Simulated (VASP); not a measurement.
# CuAu in VASP: notebook

The runs below take CuAu through single point, relaxation of cell and atoms, with PBE, PBEsol, LDA.

Program: VASP 6.6.1. These are calculated values, not measurements. Logs are shortened: lines on timing, memory, paths and dates and some standing lists are left out, and cuts for length are marked.

## (1) The cell of the first run

The typed cell holds 2 atoms: a = 2.811 Å, b = 2.811 Å, c = 3.685 Å, α = 90.00°, β = 90.00°, γ = 90.00°.

## (2) Single point, PBE

INCAR

```
SYSTEM = CuAu
PREC     = Accurate       ! precision mode
ENCUT    = 520            ! plane-wave cutoff, eV
EDIFF    = 1E-6           ! SCF threshold, eV
ISMEAR   = -1             ! smearing method
SIGMA    = 0.005          ! smearing width, eV
LREAL    = .FALSE.        ! projectors in reciprocal space
LASPH    = .TRUE.         ! aspherical terms in the spheres
NELM     = 60             ! most SCF steps
ALGO     = Fast           ! electronic algorithm
ISIF     = 2              ! what is computed and relaxed
LWAVE    = .FALSE.        ! write WAVECAR
LCHARG   = .FALSE.        ! write CHGCAR
GGA      = PE             ! functional
NBANDS   = 18             ! bands
```

KPOINTS

```
Automatic mesh
0
G
  7 7 5
  0 0 0
```

POSCAR

```
CuAu
1.0
    2.8107494552      0.0000000000      0.0000000000
    0.0000000000      2.8107494552      0.0000000000
    0.0000000000      0.0000000000      3.6850000000
Au Cu
1 1
Direct
   -0.0070600000      0.0031540000     -0.0155730000
    0.4965640000      0.4897100000      0.4947630000
```

Potentials or basis: VASP PAW PBE potentials, release 64 (Au, Cu).

Run with:

```console
cat potpaw_PBE.64/Au/POTCAR potpaw_PBE.64/Cu/POTCAR > POTCAR
mpirun -np 1 vasp_std > vasp.out
```

OUTCAR:

```text
SYSTEM = CuAu
   PREC = Accurate
   ENCUT = 520
   EDIFF = 1E-6
   ISMEAR = -1
   LREAL = .FALSE.
   LASPH = .TRUE.
   NELM = 60
   ISIF = 2
   GGA = PE

 ion  position               nearest neighbor table
   1  0.993  0.003  0.984-   2 2.66   2 2.67   2 2.70   2 2.71   2 2.71   2 2.72   2 2.75   2 2.76

   2  0.497  0.490  0.495-   1 2.66   1 2.67   1 2.70   1 2.71   1 2.71   1 2.72   1 2.75   1 2.76

  LATTYP: Found a simple tetragonal cell.
 ALAT       =     2.8107494552
 C/A-ratio  =     1.3110382333

  Lattice vectors:

 A1 = (   2.8107494552,   0.0000000000,   0.0000000000)
 A2 = (   0.0000000000,   2.8107494552,   0.0000000000)
 A3 = (   0.0000000000,   0.0000000000,   3.6850000000)

Analysis of symmetry for initial positions (statically):
=====================================================================
 Subroutine PRICEL returns:
 Original cell was already a primitive cell.

 Routine SETGRP: Setting up the symmetry group for a
 simple tetragonal supercell.

 Subroutine GETGRP returns: Found  1 space group operations
 (whereof  1 operations were pure point group operations)
 out of a pool of 16 trial point group operations.

The static configuration has the point symmetry C_1 .

Analysis of symmetry for dynamics (positions and initial velocities):
=====================================================================
 Subroutine PRICEL returns:
 Original cell was already a primitive cell.

 Routine SETGRP: Setting up the symmetry group for a
 simple tetragonal supercell.

 Subroutine GETGRP returns: Found  1 space group operations
 (whereof  1 operations were pure point group operations)
 out of a pool of 16 trial point group operations.

The dynamic configuration has the point symmetry C_1 .

 Subroutine INISYM returns: Found  1 space group operations
 (whereof  1 operations are pure point group operations),
 and found     1 'primitive' translations

----------------------------------------------------------------------------------------

                                     Primitive cell

  volume of cell :      29.1127

  direct lattice vectors                    reciprocal lattice vectors
     2.810749455  0.000000000  0.000000000     0.355776997  0.000000000  0.000000000
     0.000000000  2.810749455  0.000000000     0.000000000  0.355776997  0.000000000
     0.000000000  0.000000000  3.685000000     0.000000000  0.000000000  0.271370421

  length of vectors
     2.810749455  2.810749455  3.685000000     0.355776997  0.355776997  0.271370421

  position of ions in fractional coordinates (direct lattice)
     0.992940000  0.003154000  0.984427000
     0.496564000  0.489710000  0.494763000

  ion indices of the primitive-cell ions
   primitive index   ion index
                 1           1
                 2           2

----------------------------------------------------------------------------------------

 KPOINTS: Automatic mesh

Automatic generation of k-mesh.
 Grid dimensions read from file:
 generate k-points for:    7    7    5

 Generating k-lattice:

  Cartesian coordinates                     Fractional coordinates (reciprocal lattice)
     0.050825285  0.000000000  0.000000000     0.142857143  0.000000000  0.000000000
     0.000000000  0.050825285  0.000000000     0.000000000  0.142857143  0.000000000
     0.000000000  0.000000000  0.054274084     0.000000000  0.000000000  0.200000000

  Length of vectors
     0.050825285  0.050825285  0.054274084

  Shift w.r.t. Gamma in fractional coordinates (k-lattice)
     0.000000000  0.000000000  0.000000000

 Subroutine IBZKPT returns following result:
 ===========================================

 Found    123 irreducible k-points:

 Following reciprocal coordinates:
            Coordinates               Weight
  0.000000  0.000000  0.000000      1.000000
  0.142857  0.000000  0.000000      2.000000
  0.000000  0.142857  0.000000      2.000000
  0.285714  0.000000  0.000000      2.000000
  0.000000  0.285714  0.000000      2.000000
  0.428571  0.000000  0.000000      2.000000
[... 16 lines left out ...]
  0.285714  0.428571  0.000000      2.000000
  0.428571  0.428571  0.000000      2.000000
 [... further k-points ...]
   k-points           NKPTS =    123   k-points in BZ     NKDIM =    123   number of bands    NBANDS=     18
   number of dos      NEDOS =    301   number of ions     NIONS =      2
   total plane-waves  NPLWV =  16128
   dimension x,y,z NGX =    24 NGY =   24 NGZ =   28
   dimension x,y,z NGXF=    48 NGYF=   48 NGZF=   56
   ions per type =               1   1
   NGX,Y,Z   is equivalent  to a cutoff of  14.20, 14.20, 12.63 a.u.
   NGXF,Y,Z  is equivalent  to a cutoff of  28.39, 28.39, 25.26 a.u.
 SYSTEM =  CuAu
   PREC   = accura    normal or accurate (medium, high low for compatibility)
   ISTART =      0    job   : 0-new  1-cont  2-samecut
   ICHARG =      2    charge: 1-file 2-atom 10-const
   ISPIN  =      1    spin polarized calculation?
   LNONCOLLINEAR =      F non collinear calculations
   LSORBIT =      F    spin-orbit coupling
   LASPH  =      T    aspherical Exc in radial PAW
   ENCUT  =  520.0 eV  38.22 Ry    6.18 a.u.   5.23  5.23  6.85*2*pi/ulx,y,z
   NELM   =     60;   NELMIN=  2; NELMDL= -5     # of ELM steps
   EDIFF  = 0.1E-05   stopping-criterion for ELM
   LREAL  =      F    real-space projection
   EDIFFG = 0.1E-04   stopping-criterion for IOM
   NSW    =      0    number of steps for IOM
   IBRION =     -1    ionic relax: 0-MD 1-quasi-New 2-CG
   NFREE  =      0    steps in history (QN), initial steepest desc. (CG)
   ISIF   =      2    stress and relaxation
   ISYM   =      2    0-nonsym 1-usesym 2-fastsym
   POTIM  = 0.5000    time-step for ionic-motion
   TEBEG  =    0.0;   TEEND  =   0.0 temperature during run
   PSTRESS=    0.0 pullay stress
   NELECT =      22.0000    total number of electrons
   NUPDOWN=      -1.0000    fix difference up-down
   EMIN   =  10.00;   EMAX   =-10.00  energy-range for DOS
   EFERMI =   0.00;   METHOD = LEGACY
   ISMEAR =    -1;   SIGMA  =   0.01  broadening in eV -4-tet -1-fermi 0-gaus
   EFERMI_NEDOS =   21; number of points for ismear=-14 and -15
   IALGO  =     68    algorithm
   IMIX   =      4    mixing-type and parameters
     AMIX     =   0.40;   BMIX     =  1.00
     AMIX_MAG =   1.60;   BMIX_MAG =  1.00
  volume/ion in A,a.u.               =      14.56        98.23
  Fermi-wavevector in a.u.,A,eV,Ry     =   1.491152  2.817868 30.253005  2.223533
  Thomas-Fermi vector in A             =   2.603843
   LORBIT       =      0    0 simple, 1 ext, 2 COOP (PROOUT), +10 PAW based schemes
   GGA     = PE    functional components
   LHFCALC =     F    Hartree Fock is set to
   AEXX    =    0.0000 exact exchange contribution
   IVDW    =     0    specifies the selected vdW correction
   LEPSILON=     F    determine dielectric tensor
   LRPA    =     F    only Hartree local field effects (RPA)
 non-spin polarized calculation
 RMM-DIIS sequential band-by-band and
  energy-cutoff  :      520.00
  volume of cell :       29.11
 maximum number of plane-waves:       793
 NGX is ok and might be reduce to    24
   NGX = 11   NGY = 11   NGZ = 13

 number of electron      21.9999998 magnetization

 Free energy of the ion-electron system (eV)
  ---------------------------------------------------
  ext. energy  EPLUGINS =         0.00000000
  ---------------------------------------------------
  free energy    TOTEN  =        -7.07280928 eV

  energy without entropy =       -7.07258341  energy(sigma->0) =       -7.07269634

 E-fermi :   8.6651     XC(G=0): -12.6629

 val. band max:        8.6647285734   @ k =   0.4286   0.0000   0.4000
 cond. band min:       8.6652412695   @ k =   0.0000   0.4286   0.4000
 fundamental gap:      0.0005126961
 Fermi energy:         8.6651074432

 k-point     1 :       0.0000    0.0000    0.0000
  band No.  band energies     occupation
      1      -1.0360      2.00000
      2       2.1362      2.00000
      3       2.2817      2.00000
      4       4.6666      2.00000
      5       4.6720      2.00000
      6       5.7344      2.00000
[... 10 lines left out ...]
     17      25.5402      0.00000
     18      26.1495      0.00000

 k-point     2 :       0.1429    0.0000    0.0000
  band No.  band energies     occupation
      1      -0.5701      2.00000
      2       2.3324      2.00000
      3       2.5849      2.00000
      4       4.3863      2.00000
      5       4.7786      2.00000
      6       5.5334      2.00000
[... 10 lines left out ...]
     17      26.1698      0.00000
     18      28.2287      0.00000

 k-point     3 :       0.0000    0.1429    0.0000
  band No.  band energies     occupation
      1      -0.5703      2.00000
      2       2.3311      2.00000
      3       2.5865      2.00000
      4       4.3906      2.00000
      5       4.7745      2.00000
      6       5.5346      2.00000
[... 10 lines left out ...]
     17      26.1728      0.00000
     18      28.1399      0.00000

 k-point     4 :       0.2857    0.0000    0.0000
  band No.  band energies     occupation
      1       0.6343      2.00000
      2       2.7207      2.00000
      3       3.4690      2.00000
      4       3.7477      2.00000
      5       5.0438      2.00000
      6       5.0831      2.00000
[... 10 lines left out ...]
     17      24.2130      0.00000
     18      26.6332      0.00000

 k-point     5 :       0.0000    0.2857    0.0000
  band No.  band energies     occupation
      1       0.6334      2.00000
      2       2.7197      2.00000
      3       3.4710      2.00000
      4       3.7510      2.00000
      5       5.0434      2.00000
      6       5.0851      2.00000
[... 10 lines left out ...]
     17      24.2164      0.00000
     18      26.6429      0.00000

 k-point     6 :       0.4286    0.0000    0.0000
  band No.  band energies     occupation
      1       1.8426      2.00000
      2       3.2196      2.00000
      3       3.2724      2.00000
      4       4.1839      2.00000
      5       4.6945      2.00000
      6       5.3627      2.00000
[... 10 lines left out ...]
     17      24.4191      0.00000
     18      25.0263      0.00000

 k-point     7 :       0.0000    0.4286    0.0000
  band No.  band energies     occupation
      1       1.8402      2.00000
      2       3.2197      2.00000
      3       3.2746      2.00000
      4       4.1866      2.00000
      5       4.6990      2.00000
      6       5.3726      2.00000
[... 10 lines left out ...]
     17      24.4523      0.00000
     18      25.0054      0.00000

 k-point     8 :       0.1429    0.1429    0.0000
  band No.  band energies     occupation
      1      -0.1086      2.00000
      2       2.6666      2.00000
      3       2.7312      2.00000
      4       4.2981      2.00000
      5       4.5879      2.00000
      6       5.2598      2.00000
[... 10 lines left out ...]
     17      26.8070      0.00000
     18      27.2789      0.00000
[... 229 lines left out ...]
     17      23.4154      0.00000
     18      23.7212      0.00000

 k-point    20 :       0.4286    0.2857    0.0000
  band No.  band energies     occupation
      1       2.2622      2.00000
      2       3.0820      2.00000
      3       3.0876      2.00000
      4       3.5463      2.00000
      5       4.6436      2.00000
      6       6.1039      2.00000
[... 10 lines left out ...]
     17      21.1848      0.00000
     18      21.6734      0.00000

 k-point    21 :      -0.2857    0.4286    0.0000
  band No.  band energies     occupation
      1       2.2625      2.00000
      2       3.0824      2.00000
      3       3.0886      2.00000
      4       3.5458      2.00000
      5       4.6428      2.00000
      6       6.1027      2.00000
[... 10 lines left out ...]
     17      21.1851      0.00000
     18      21.6740      0.00000

 k-point    22 :      -0.4286    0.2857    0.0000
  band No.  band energies     occupation
      1       2.2625      2.00000
      2       3.0822      2.00000
      3       3.0877      2.00000
      4       3.5461      2.00000
      5       4.6437      2.00000
      6       6.1022      2.00000
[... 10 lines left out ...]
     17      21.1838      0.00000
     18      21.6716      0.00000

 k-point    23 :       0.2857    0.4286    0.0000
  band No.  band energies     occupation
      1       2.2623      2.00000
      2       3.0822      2.00000
      3       3.0884      2.00000
      4       3.5459      2.00000
      5       4.6427      2.00000
      6       6.1044      2.00000
[... 10 lines left out ...]
     17      21.1861      0.00000
     18      21.6758      0.00000

 k-point    24 :       0.4286    0.4286    0.0000
  band No.  band energies     occupation
      1       1.7645      2.00000
      2       2.9867      2.00000
      3       3.0077      2.00000
      4       3.1164      2.00000
      5       6.3905      2.00000
      6       6.8635      2.00000
[... 10 lines left out ...]
     17      20.7754      0.00000
     18      21.8290      0.00000

 [... further k-points ...]
[... 5 lines left out ...]
  --------------------------------------------------------------------------------------
  -------------------------------------------------------------------------------------
  Total        0.9100279      0.8898520      0.7201617     -0.0043018     -0.0343082      0.0091075
  in kB       50.0822133     48.9718578     39.6331723     -0.2367438     -1.8881085      0.5012213
  external PRESSURE =      46.2290811 kB  Pullay stress =       0.0000000 kB

 VOLUME and BASIS-vectors are now :
 -----------------------------------------------------------------------------
  energy-cutoff  :      520.00
  volume of cell :       29.11
      direct lattice vectors                 reciprocal lattice vectors
     2.810749455  0.000000000  0.000000000     0.355776997  0.000000000  0.000000000
     0.000000000  2.810749455  0.000000000     0.000000000  0.355776997  0.000000000
     0.000000000  0.000000000  3.685000000     0.000000000  0.000000000  0.271370421

 POSITION                                       TOTAL-FORCE (eV/Angst)
 -----------------------------------------------------------------------------------
      2.79091      0.00887      3.62761         0.036447     -0.135186      0.270693
      1.39572      1.37645      1.82320        -0.036447      0.135186     -0.270693
 -----------------------------------------------------------------------------------
    total drift:                                0.000432     -0.000268      0.001651

  FREE ENERGIE OF THE ION-ELECTRON SYSTEM (eV)
  ---------------------------------------------------
  free  energy   TOTEN  =        -7.0728092787 eV

  energy  without entropy=       -7.0725834087  energy(sigma->0) =       -7.07269634
```

It took 66 s on 1 thread of Intel Xeon 6975P-C, shared host; peak memory 0.2 GiB.

What came out:

```yaml
Free_energy: -7.0728 eV
Pressure: 4.6 GPa
Largest_force: 0.305 eV/Å
Band_gap_on_the_k_mesh: zero (band 11 reaches 11.44 eV, above the bottom of band 12 at 6.79 eV)
```

Forces in eV/Å, atoms in the order of the input:
```
Au   0.036 -0.135  0.271
Cu  -0.036  0.135 -0.271
```

Levels at points of the mesh, in eV from the Fermi level:
```
           k point  band 7  band 8  band 9  band 10  band 11  band 12  band 13  band 14  band 15  band 16
(0.00, 0.00, 0.00)   -2.77   -2.08   -1.63    -1.41    -1.41     2.18     8.09    10.10    10.11    16.78
```

Caveat: spin-orbit coupling is left out, which moves the levels of the heavy elements.

## (3) Single point, PBEsol, non-collinear spin, zero start, spin-orbit coupling

INCAR

```
SYSTEM = CuAu
ALGO     = Normal         ! electronic algorithm
EDIFF    = 1E-6           ! SCF threshold, eV
ENCUT    = 520            ! plane-wave cutoff, eV
GGA      = PS             ! functional
GGA_COMPAT= .False.      
ISIF     = 2              ! what is computed and relaxed
ISMEAR   = -1             ! smearing method
LASPH    = .True.         ! aspherical terms in the spheres
LCHARG   = .False.        ! write CHGCAR
LMAXMIX  = 4              ! l up to which the mixer works
LNONCOLLINEAR= .True.         ! non-collinear magnetism
LORBIT   = 11             ! projections on sites
LORBMOM  = .True.       
LREAL    = .False.        ! projectors in reciprocal space
LSORBIT  = .True.         ! spin-orbit coupling
LWAVE    = .False.        ! write WAVECAR
MAGMOM   = 0 0 0 0 0 0    ! initial moments
NBANDS   = 34             ! bands
NELM     = 150            ! most SCF steps
PREC     = Accurate       ! precision mode
SIGMA    = 0.05           ! smearing width, eV
```

KPOINTS

```
k-points
0
Gamma
  9 9 7
  0 0 0
```

POSCAR

```
CuAu
1.0
    2.8107494552      0.0000000000      0.0000000000
    0.0000000000      2.8107494552      0.0000000000
    0.0000000000      0.0000000000      3.6850000000
Au Cu
1 1
Direct
    0.0000000000      0.0000000000      0.0000000000
    0.5000000000      0.5000000000      0.5000000000
```

Potentials or basis: VASP PAW PBE potentials, release 64 (Au, Cu).

Run with:

```console
cat potpaw_PBE.64/Au/POTCAR potpaw_PBE.64/Cu/POTCAR > POTCAR
mpirun -np 1 vasp_ncl > vasp.out
```

Wall time 78 s (1 thread of Intel Xeon 6975P-C, shared host); peak memory 0.26 GiB.

It converged, with:

```yaml
Free_energy: -8.6781 eV
Pressure: -4.7 GPa
Net_moment: 0.00 μB per cell
Valence_electrons_inside_the_program's_atomic_spheres: Au 9.71; Cu 9.91
```

Moments on the atoms (μB; x, y, z):
```
Au  0.00 0.00 0.00
Cu  0.00 0.00 0.00
```

Caveat: the PAW data sets were made with another functional, which shifts forces and pressure a little.

## (4) Single point, LDA

This run uses another cell than the first one, of 13.76 Å³/atom, 0.945 times its volume.

INCAR

```
PREC = Accurate
ENCUT = 520
EDIFF = 1E-6
ISMEAR = -1
SIGMA = 0.05
LREAL = False
LASPH = True
NELM = 100
ALGO = Normal
ISIF = 2
LWAVE = False
LCHARG = False
GGA = CA
NBANDS = 18
```

KPOINTS

```
Automatic mesh
0
Gamma
  7 7 5
```

POSCAR

```
CuAu
1.0
    2.7867296472      0.0000000000      0.0000000000
    0.0000000000      2.7867296472      0.0000000000
    0.0000000000      0.0000000000      3.5428548968
Au Cu
1 1
Direct
    0.0000000000      0.0000000000      0.0000000000
    0.5000000000      0.5000000000      0.5000000000
```

Potentials or basis: VASP PAW LDA potentials, release 64 (Au, Cu).

Run with:

```console
cat potpaw_LDA.64/Au/POTCAR potpaw_LDA.64/Cu/POTCAR > POTCAR
mpirun -np 1 vasp_std > vasp.out
```

Wall time 6 s (1 thread of Intel Xeon 6975P-C (Granite Rapids), shared host); peak memory 0.14 GiB.

The run converged. Its results:

| Property | Result |
| --- | --- |
| Free energy | -9.3010 eV |
| Pressure | 0.6 GPa |
| Band gap on the k mesh | zero (band 11 reaches 12.19 eV, above the bottom of band 12 at 7.26 eV) |

Levels at points of the mesh, in eV from the Fermi level:
| k point | band 8 | band 9 | band 10 | band 11 | band 12 | band 13 | band 14 | band 15 |
| --- | --- | --- | --- | --- | --- | --- | --- | --- |
| (0.00, 0.00, 0.00) | -2.13 | -1.68 | -1.43 | -1.43 | 2.56 | 9.23 | 9.88 | 9.88 |

Caveat: spin-orbit coupling is left out, which moves the levels of the heavy elements.

(Part 1 of 2 ends here.)
